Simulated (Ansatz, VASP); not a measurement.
One calculation of MnO, two programs

```
CELL_PARAMETERS angstrom
0.00000 2.26558 2.26558
2.26558 0.00000 2.26558
2.26558 2.26558 0.00000
ATOMIC_POSITIONS crystal
Mn 0.00000 0.00000 0.00000
O 0.50000 0.50000 0.50000
```

Change from the starting cell: volume scaled by 1.06, PAW files.

Alike in both runs: task electric field gradients; functional PBE; k mesh 14 × 14 × 14; occupations fermi-dirac, width 0.05 eV; collinear spin.

```csv
,VASP,Ansatz
version,VASP 6.6.1,Ansatz 0.2.0
potentials or method,"VASP PAW PBE potentials, release 64 (Mn_pv, O)","PAW with Ansatz's default frozen-core files, scalar-relativistic"
plane-wave cutoff (eV),520,420
valence electrons in the cell,19,21
```

```csv
,VASP,Ansatz,Ansatz less VASP
pressure (GPa),-5.8,-5.9,-0.13
net moment per atom (μB),2.45,2.45,0.000
size of the moment on the site where the two differ most (μB),4.42,4.17,-0.260
```

Site moments also hang on the region over which each program counts them. VASP's potentials hold 19 valence electrons a cell and Ansatz's 21, so a difference there can come from the potentials and not from the codes.
